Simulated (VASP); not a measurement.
# Nb (I4/mmm) in VASP: a series of runs, part 2 of 2

VASP 6.6.1. Earlier steps stand in the parts before.

### 4 Single point, LDA

This run uses another cell than the first one, of the same volume but with other edges.

Contents of INCAR:

```
ALGO = Fast
EDIFF = 1E-7
ENCUT = 520
GGA = CA
ISIF = 2
ISMEAR = 0
LASPH = True
LCHARG = True
LELF = True
LREAL = False
LVHAR = True
LWAVE = False
NBANDS = 12
NELM = 100
PREC = Accurate
SIGMA = 0.15
```

Contents of KPOINTS:

```
k-points
0
Gamma
  22 22 22
```

Contents of POSCAR:

```
Nb
1.0
    0.0000000000      1.9902912011      2.3883494413
    1.9902912011      0.0000000000      2.3883494413
    1.9902912011      1.9902912011      0.0000000000
Nb
1
Direct
    0.0000000000      0.0000000000      0.0000000000
```

Potentials or basis: VASP PAW LDA potentials, release 64 (Nb_sv).

On the command line:

```sh
cat potpaw_LDA.64/Nb_sv/POTCAR > POTCAR
mpirun -np 1 vasp_std > vasp.out
```

OUTCAR:

```text
EDIFF = 1E-7
   ENCUT = 520
   GGA = CA
   ISIF = 2
   ISMEAR = 0
   LASPH = True
   LREAL = False
   NELM = 100
   PREC = Accurate

 ion  position               nearest neighbor table
   1  0.000  0.000  0.000-

  LATTYP: Found a body centered tetragonal cell.
 ALAT       =     2.8146968097
 C/A-ratio  =     1.6970562748

  Lattice vectors:

 A1 = (  -1.9902912011,   0.0000000000,   2.3883494413)
 A2 = (   1.9902912011,   0.0000000000,   2.3883494413)
 A3 = (   0.0000000000,   1.9902912011,  -2.3883494413)

Analysis of symmetry for initial positions (statically):
=====================================================================
 Subroutine PRICEL returns:
 Original cell was already a primitive cell.

 Routine SETGRP: Setting up the symmetry group for a
 body centered tetragonal supercell.

 Subroutine GETGRP returns: Found 16 space group operations
 (whereof 16 operations were pure point group operations)
 out of a pool of 16 trial point group operations.

The static configuration has the point symmetry D_4h.

Analysis of symmetry for dynamics (positions and initial velocities):
=====================================================================
 Subroutine PRICEL returns:
 Original cell was already a primitive cell.

 Routine SETGRP: Setting up the symmetry group for a
 body centered tetragonal supercell.

 Subroutine GETGRP returns: Found 16 space group operations
 (whereof 16 operations were pure point group operations)
 out of a pool of 16 trial point group operations.

The dynamic configuration has the point symmetry D_4h.

 Subroutine INISYM returns: Found 16 space group operations
 (whereof 16 operations are pure point group operations),
 and found     1 'primitive' translations

----------------------------------------------------------------------------------------

                                     Primitive cell

  volume of cell :      18.9217

  direct lattice vectors                    reciprocal lattice vectors
     0.000000000  1.990291201  2.388349441    -0.251219520  0.251219520  0.209349600
     1.990291201  0.000000000  2.388349441     0.251219520 -0.251219520  0.209349600
     1.990291201  1.990291201  0.000000000     0.251219520  0.251219520 -0.209349600

  length of vectors
     3.108934242  3.108934242  2.814696810     0.412370888  0.412370888  0.412370888

  position of ions in fractional coordinates (direct lattice)
     0.000000000  0.000000000  0.000000000

  ion indices of the primitive-cell ions
   primitive index   ion index
                 1           1

----------------------------------------------------------------------------------------

 KPOINTS: k-points

Automatic generation of k-mesh.
 Grid dimensions read from file:
 generate k-points for:   22   22   22

 Generating k-lattice:

  Cartesian coordinates                     Fractional coordinates (reciprocal lattice)
    -0.011419069  0.011419069  0.009515891     0.045454545  0.000000000  0.000000000
     0.011419069 -0.011419069  0.009515891     0.000000000  0.045454545  0.000000000
     0.011419069  0.011419069 -0.009515891     0.000000000  0.000000000  0.045454545

  Length of vectors
     0.018744131  0.018744131  0.018744131

  Shift w.r.t. Gamma in fractional coordinates (k-lattice)
     0.000000000  0.000000000  0.000000000

 Subroutine IBZKPT returns following result:
 ===========================================

 Found    834 irreducible k-points:

 Following reciprocal coordinates:
            Coordinates               Weight
  0.000000  0.000000  0.000000      1.000000
  0.045455  0.000000  0.000000      8.000000
  0.090909  0.000000  0.000000      8.000000
  0.136364 -0.000000  0.000000      8.000000
  0.181818  0.000000  0.000000      8.000000
  0.227273  0.000000  0.000000      8.000000
[... 16 lines left out ...]
  0.500000  0.045455  0.000000      8.000000
 -0.454545  0.045455  0.000000      8.000000
 [... further k-points ...]
   k-points           NKPTS =    834   k-points in BZ     NKDIM =    834   number of bands    NBANDS=     12
   number of dos      NEDOS =    301   number of ions     NIONS =      1
   total plane-waves  NPLWV =  13824
   dimension x,y,z NGX =    24 NGY =   24 NGZ =   24
   dimension x,y,z NGXF=    48 NGYF=   48 NGZF=   48
   ions per type =               1
   NGX,Y,Z   is equivalent  to a cutoff of  12.83, 12.83, 14.18 a.u.
   NGXF,Y,Z  is equivalent  to a cutoff of  25.67, 25.67, 28.35 a.u.
 SYSTEM =  unknown system
   PREC   = accura    normal or accurate (medium, high low for compatibility)
   ISTART =      0    job   : 0-new  1-cont  2-samecut
   ICHARG =      2    charge: 1-file 2-atom 10-const
   ISPIN  =      1    spin polarized calculation?
   LNONCOLLINEAR =      F non collinear calculations
   LSORBIT =      F    spin-orbit coupling
   LASPH  =      T    aspherical Exc in radial PAW
   ENCUT  =  520.0 eV  38.22 Ry    6.18 a.u.   5.78  5.78  5.23*2*pi/ulx,y,z
   NELM   =    100;   NELMIN=  2; NELMDL= -5     # of ELM steps
   EDIFF  = 0.1E-06   stopping-criterion for ELM
   LREAL  =      F    real-space projection
   EDIFFG = 0.1E-05   stopping-criterion for IOM
   NSW    =      0    number of steps for IOM
   IBRION =     -1    ionic relax: 0-MD 1-quasi-New 2-CG
   NFREE  =      0    steps in history (QN), initial steepest desc. (CG)
   ISIF   =      2    stress and relaxation
   ISYM   =      2    0-nonsym 1-usesym 2-fastsym
   POTIM  = 0.5000    time-step for ionic-motion
   TEBEG  =    0.0;   TEEND  =   0.0 temperature during run
   PSTRESS=    0.0 pullay stress
   NELECT =      13.0000    total number of electrons
   NUPDOWN=      -1.0000    fix difference up-down
   EMIN   =  10.00;   EMAX   =-10.00  energy-range for DOS
   EFERMI =   0.00;   METHOD = LEGACY
   ISMEAR =     0;   SIGMA  =   0.15  broadening in eV -4-tet -1-fermi 0-gaus
   EFERMI_NEDOS =   21; number of points for ismear=-14 and -15
   IALGO  =     68    algorithm
   IMIX   =      4    mixing-type and parameters
     AMIX     =   0.40;   BMIX     =  1.00
     AMIX_MAG =   1.60;   BMIX_MAG =  1.00
  volume/ion in A,a.u.               =      18.92       127.69
  Fermi-wavevector in a.u.,A,eV,Ry     =   1.444560  2.729823 28.392005  2.086754
  Thomas-Fermi vector in A             =   2.562841
   LORBIT       =      0    0 simple, 1 ext, 2 COOP (PROOUT), +10 PAW based schemes
   GGA     = CA    functional components
   LHFCALC =     F    Hartree Fock is set to
   AEXX    =    0.0000 exact exchange contribution
   IVDW    =     0    specifies the selected vdW correction
   LEPSILON=     F    determine dielectric tensor
   LRPA    =     F    only Hartree local field effects (RPA)
 non-spin polarized calculation
 RMM-DIIS sequential band-by-band and
 Gauss-broadening in eV      SIGMA  =   0.15
  energy-cutoff  :      520.00
  volume of cell :       18.92
 maximum number of plane-waves:       532
   NGX = 11   NGY = 11   NGZ = 11

 number of electron      13.0000001 magnetization

 Free energy of the ion-electron system (eV)
  ---------------------------------------------------
  ext. energy  EPLUGINS =         0.00000000
  ---------------------------------------------------
  free energy    TOTEN  =       -11.01955645 eV

  energy without entropy =      -11.00538881  energy(sigma->0) =      -11.01247263

 E-fermi :  10.5183     XC(G=0): -12.4549

 val. band max:       10.5144095130   @ k =  -0.4091   0.4545   0.1364
 cond. band min:      10.5188664087   @ k =  -0.1818   0.0000   0.1364
 fundamental gap:      0.0044568957
 Fermi energy:        10.5182506697

 k-point     1 :       0.0000    0.0000    0.0000
  band No.  band energies     occupation
      1     -43.8227      2.00000
      2     -19.4801      2.00000
      3     -19.2922      2.00000
      4     -19.2922      2.00000
      5       4.4978      2.00000
      6       9.4583      2.00000
      7      11.5336      0.00000
      8      11.6914      0.00000
      9      11.6914      0.00000
     10      14.6903      0.00000
     11      22.9679      0.00000
     12      24.3703      0.00000
[... 331 lines left out ...]
 k-point    24 :      -0.4545    0.0455    0.0000
  band No.  band energies     occupation
      1     -43.6137      2.00000
      2     -20.5996      2.00000
      3     -19.7009      2.00000
      4     -19.3030      2.00000
      5       6.9195      2.00000
      6       9.6300      2.00000
      7      11.7243      0.00000
      8      11.9297      0.00000
      9      14.7643      0.00000
     10      15.7836      0.00000
     11      21.2272      0.00000
     12      22.1372      0.00000

 [... further k-points ...]

------------------------ aborting loop because EDIFF is reached ----------------------------------------

  FORCE on cell =-STRESS in cart. coord.  units (eV):
  Direction    XX          YY          ZZ          XY          YZ          ZX
  --------------------------------------------------------------------------------------
  -------------------------------------------------------------------------------------
  Total       -1.9144902     -1.9144902     -0.7785079      0.0000000      0.0000000      0.0000000
  in kB     -162.1073137   -162.1073137    -65.9192838      0.0000000      0.0000000      0.0000000
  external PRESSURE =    -130.0446371 kB  Pullay stress =       0.0000000 kB

 VOLUME and BASIS-vectors are now :
 -----------------------------------------------------------------------------
  energy-cutoff  :      520.00
  volume of cell :       18.92
      direct lattice vectors                 reciprocal lattice vectors
     0.000000000  1.990291201  2.388349441    -0.251219520  0.251219520  0.209349600
     1.990291201  0.000000000  2.388349441     0.251219520 -0.251219520  0.209349600
     1.990291201  1.990291201  0.000000000     0.251219520  0.251219520 -0.209349600

 POSITION                                       TOTAL-FORCE (eV/Angst)
 -----------------------------------------------------------------------------------
      0.00000      0.00000      0.00000        -0.000000      0.000000      0.000000
 -----------------------------------------------------------------------------------
    total drift:                               -0.000000      0.000000      0.000000

  FREE ENERGIE OF THE ION-ELECTRON SYSTEM (eV)
  ---------------------------------------------------
  free  energy   TOTEN  =       -11.0195564476 eV

  energy  without entropy=      -11.0053888107  energy(sigma->0) =      -11.01247263
```

OSZICAR:

```text
N       E                     dE             d eps       ncg     rms          rms(c)
DAV:   1     0.120123246135E+03    0.12012E+03   -0.71519E+03 20144   0.108E+03
[... 19 lines left out ...]
RMM:  21    -0.110195755657E+02   -0.34358E-05   -0.20748E-05 29277   0.199E-02    0.832E-02
RMM:  22    -0.110195745104E+02    0.10553E-05   -0.14984E-05 24355   0.142E-02    0.803E-02
RMM:  23    -0.110195610678E+02    0.13443E-04   -0.17105E-05 36983   0.484E-02    0.487E-02
RMM:  24    -0.110195590403E+02    0.20275E-05   -0.70783E-06 33907   0.239E-02    0.375E-02
RMM:  25    -0.110195578942E+02    0.11461E-05   -0.43386E-06 33258   0.195E-02    0.271E-02
RMM:  26    -0.110195566606E+02    0.12336E-05   -0.50926E-06 35040   0.253E-02    0.117E-02
RMM:  27    -0.110195564231E+02    0.23752E-06   -0.21147E-06 29892   0.152E-02    0.410E-03
RMM:  28    -0.110195564476E+02   -0.24538E-07   -0.87969E-07 22044   0.922E-03
   1 F= -.11019556E+02 E0= -.11012473E+02  d E =-.141676E-01
```

Run time: 3.6 min. Hardware: 1 thread of Intel Xeon Platinum 8488C (Sapphire Rapids), shared host; peak memory 0.29 GiB.

What came out:

```yaml
Free_energy: -11.0196 eV
Pressure: -13.0 GPa
```

Stress tensor (GPa, compression positive):
```
-16.21   0.00   0.00
  0.00 -16.21   0.00
  0.00   0.00  -6.59
```

### 5 Single point, LDA

This run uses another cell than the first one, of the same volume but with other edges.

Contents of INCAR:

```
PREC = Accurate ; ENCUT = 520
EDIFF = 1E-6 ; ISMEAR = 0
SIGMA = 0.15 ; LREAL = False
LASPH = True ; NELM = 60
ALGO = Fast ; ISIF = 2
LWAVE = False ; LCHARG = False
GGA = CA ; NBANDS = 12
```

Contents of KPOINTS:

```
regular mesh
0
Gamma
  22 22 22
```

Contents of POSCAR:

```
Nb
1.0
    0.0000000000      2.2976233569      1.7921462184
    2.2976233569      0.0000000000      1.7921462184
    2.2976233569      2.2976233569      0.0000000000
Nb
1
Direct
    0.0000000000      0.0000000000      0.0000000000
```

On the command line:

```sh
cat potpaw_LDA.64/Nb_sv/POTCAR > POTCAR
mpirun -np 1 vasp_std > vasp.out
```

Wall time 2.6 min (1 thread of Intel Xeon Platinum 8488C (Sapphire Rapids), shared host); peak memory 0.28 GiB.

It converged, with:

```
Free energy : -11.1297 eV
Pressure    : -15.3 GPa
```

Stress tensor (GPa, compression positive):
```
-11.87   0.00   0.00
  0.00 -11.87   0.00
  0.00   0.00 -22.22
```

Levels at points of the mesh, in eV from the Fermi level:
```tsv
k point	band 3	band 4	band 5	band 6	band 7	band 8	band 9	band 10
(0.00, 0.00, 0.00)	-29.72	-29.72	-5.87	0.07	0.07	1.02	2.33	3.56
(0.50, 0.00, 0.00)	-30.05	-29.72	-3.55	-1.18	1.89	2.23	3.89	5.79
(0.50, 0.50, 0.00)	-30.44	-30.44	-3.62	-3.37	5.04	5.36	5.36	7.14
(0.50, 0.00, 0.50)	-30.15	-29.80	-3.63	-2.22	2.54	3.88	4.15	6.07
```

### 6 Single point, LDA

This run uses another cell than the first one, of the same volume but with other edges.

Contents of INCAR:

```
SYSTEM = Nb
PREC = Accurate ; ENCUT = 520
EDIFF = 1E-7 ; ISMEAR = 0
SIGMA = 0.15 ; LREAL = .False.
LASPH = .True. ; NELM = 80
ALGO = Fast ; ISIF = 2
LWAVE = .False. ; LCHARG = .False.
GGA = CA ; NBANDS = 12
```

Contents of KPOINTS:

```
regular mesh
0
Gamma
  22 22 22
  0 0 0
```

Contents of POSCAR:

```
Nb
1.0
    0.0000000000      1.9378905918      2.5192577693
    1.9378905918      0.0000000000      2.5192577693
    1.9378905918      1.9378905918      0.0000000000
Nb
1
Direct
    0.0000000000      0.0000000000      0.0000000000
```

Potentials or basis: VASP PAW LDA potentials, release 64 (Nb_sv).

On the command line:

```sh
cat potpaw_LDA.64/Nb_sv/POTCAR > POTCAR
mpirun -np 1 vasp_std > vasp.out
```

It took 3 min on 1 thread of Intel Xeon Platinum 8488C (Sapphire Rapids), shared host; peak memory 0.28 GiB.

Results (log left out):

- Free energy: -11.0424 eV
- Pressure: -12.8 GPa

Stress tensor (GPa, compression positive):
```
-11.88   0.00   0.00
  0.00 -11.88   0.00
  0.00   0.00 -14.79
```

Levels at points of the mesh, in eV from the Fermi level:
```tsv
k point	band 5	band 6	band 7	band 8	band 9	band 10
(0.00, 0.00, 0.00)	-5.95	-1.55	0.21	1.74	1.74	4.80
(0.50, 0.00, 0.00)	-3.61	-1.13	1.64	1.78	4.33	4.93
(0.50, 0.50, 0.00)	-3.74	-2.93	1.14	5.07	5.07	5.39
(0.50, 0.00, 0.50)	-3.96	-2.81	3.23	3.89	5.44	7.24
```

### 7 Single point, LDA

This run uses another cell than the first one, of the same volume but with other edges.

Contents of INCAR:

```
SYSTEM = Nb
  PREC = Accurate
  ENCUT = 520
  EDIFF = 1E-6
  ISMEAR = 0
  SIGMA = 0.15
  LREAL = .FALSE.
  LASPH = .TRUE.
  NELM = 60
  ALGO = Fast
  ISIF = 2
  LWAVE = .FALSE.
  LCHARG = .FALSE.
  NBANDS = 12
```

Contents of KPOINTS:

```
Automatic mesh
0
G
  22 22 22
  0 0 0
```

Contents of POSCAR:

```
Nb
1.0
    0.0000000000      2.1746085735      2.0006398876
    2.1746085735      0.0000000000      2.0006398876
    2.1746085735      2.1746085735      0.0000000000
Nb
1
Direct
    0.0000000000      0.0000000000      0.0000000000
```

On the command line:

```sh
cat potpaw_LDA.64/Nb_sv/POTCAR > POTCAR
mpirun -np 1 vasp_std > vasp.out
```

Run time: 2.9 min. Hardware: 1 thread of Intel Xeon Platinum 8488C (Sapphire Rapids), shared host; peak memory 0.28 GiB.

Results (log left out):

```yaml
Free_energy: -10.9219 eV
Pressure: -11.8 GPa
```

Stress tensor (GPa, compression positive):
```
 -6.23   0.00   0.00
  0.00  -6.23   0.00
  0.00   0.00 -22.83
```

Levels at points of the mesh, in eV from the Fermi level:
```
           k point  band 2  band 3  band 4  band 5  band 6  band 7  band 8  band 9  band 10  band 11
(0.00, 0.00, 0.00)  -29.98  -29.97  -29.97   -6.11   -0.10   -0.10    0.80    2.06     3.21    12.03
(0.50, 0.00, 0.00)  -31.16  -30.19  -30.06   -3.75   -0.54    0.54    1.49    4.35     4.98    10.43
(0.50, 0.50, 0.00)  -31.07  -30.50  -30.50   -3.96   -3.34    4.63    4.66    5.25     5.25    10.51
(0.50, 0.00, 0.50)  -31.08  -30.43  -30.25   -3.94   -3.10    3.17    4.53    4.76     5.62    11.08
```

### 8 Overview

```tsv
cell	further INCAR settings	gap on the mesh (eV)	pressure (GPa)
a = 3.263, b = 3.263, c = 2.665 Å, angles 65.9, 65.9, 48.2°, 1 atom	ALGO = Fast; EDIFF = 1e-07; NBANDS = 12	none	-11.0
a = 2.930, b = 2.930, c = 3.158 Å, angles 57.4, 57.4, 65.2°, 1 atom	ALGO = Fast; EDIFF = 1e-07; NBANDS = 12	none	-13.6
a = 3.109, b = 3.109, c = 2.815 Å, angles 63.1, 63.1, 53.8°, 1 atom	ALGO = Fast; EDIFF = 1e-07; NBANDS = 12	none	-13.0
a = 2.914, b = 2.914, c = 3.249 Å, angles 56.1, 56.1, 67.8°, 1 atom	ALGO = Fast; EDIFF = 1e-06; NBANDS = 12	none	-15.3
a = 3.178, b = 3.178, c = 2.741 Å, angles 64.5, 64.5, 51.1°, 1 atom	ALGO = Fast; EDIFF = 1e-07; NBANDS = 12	none	-12.8
a = 2.955, b = 2.955, c = 3.075 Å, angles 58.6, 58.6, 62.7°, 1 atom	ALGO = Fast; EDIFF = 1e-06; NBANDS = 12	none	-11.8
```

Alike in all rows: task single point; level LDA; potentials or basis VASP PAW LDA potentials, release 64 (Nb_sv); no spin polarisation; k mesh 22 × 22 × 22; cutoff (eV) 520; smearing gaussian 0.15 eV.

Absolute energies hang on the potentials; compare differences alone.
